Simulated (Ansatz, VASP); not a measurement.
# CoSi in VASP and in Ansatz

```
Co Si
1.0
     2.78133    0.00000    0.00000
     0.00000    2.78133    0.00000
     0.00000    0.00000    2.78133
Co Si
1 1
Cartesian
  0.0000 0.0000 0.0000
  1.3907 1.3907 1.3907
```

Alike in both runs: task relaxation of cell and atoms; functional PBE; k mesh 20 × 20 × 20; occupations gaussian, width 0.1 eV; collinear spin.

|  | VASP | Ansatz |
| --- | --- | --- |
| version | VASP 6.6.1 | Ansatz 0.2.0 |
| potentials or method | VASP PAW PBE potentials, release 64 (Co, Si), cutoff 600 eV | scalar-relativistic, plane waves, PAW |
| valence electrons in the cell | 13 | 21 |

```csv
,VASP,Ansatz,Ansatz less VASP
"gap on the k mesh at the Fermi level, each at its own relaxed structure (eV)",none,none,-
net moment per atom (μB),0.30,0.31,+0.010
size of the moment on the site where the two differ most (μB),0.59,0.62,+0.029
relaxed volume (Å³/atom),10.79,10.81,+0.015
relaxed length of the cell vector where the two differ most in proportion (Å),2.784,2.785,+0.0013
```

Site moments also hang on the region over which each program counts them. A gap of «none» marks a metal or a gap that the smearing closes. VASP's potentials hold 13 valence electrons a cell and Ansatz's 21, so a difference there can come from the potentials and not from the codes.
